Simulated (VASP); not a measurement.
Ag, 1 atom in the cell. Symmetry: R-3m, No. 166, trigonal system. Conventional cell: a = 3.165 Å, b = 3.165 Å, c = 6.130 Å, α = 90.00°, β = 90.00°, γ = 120.00°. Ag (site symmetry -3m) has 12 Ag at 2.74 to 3.16 Å within 3.6 Å. 

| Property | Result |
| --- | --- |
| Program | VASP 6.6.1 |
| Task | single point |
| Functional | r2SCAN |
| Potentials or basis | VASP PAW PBE potentials, release 64 (Ag) |
| Cutoff | 520 eV |
| k mesh | 7 × 7 × 7 |
| Occupations | methfessel-paxton, width 0.2802 eV |
| Spin | no spin polarisation |
| Dipole correction | no |
| Further INCAR settings | ALGO = Normal; EDIFF = 1e-06; NBANDS = 12 |

Potentials or basis: VASP PAW PBE potentials, release 64 (Ag).

Command:

```sh
$ cat potpaw_PBE.64/Ag/POTCAR > POTCAR
$ cp INCAR.step1 INCAR
$ mpirun -np 1 vasp_std > vasp.out
$ cp INCAR.step2 INCAR
$ mpirun -np 1 vasp_std > vasp.out
```

Hardware: 1 thread of AMD EPYC 7R13 Processor (Zen 3) (shared host).

Q: Estimate the wall time of this run.

A: Run time: 23 s on 1 thread of AMD EPYC 7R13 Processor (Zen 3), on a shared host, peak memory 0.1 GiB. Counts: k points 44.
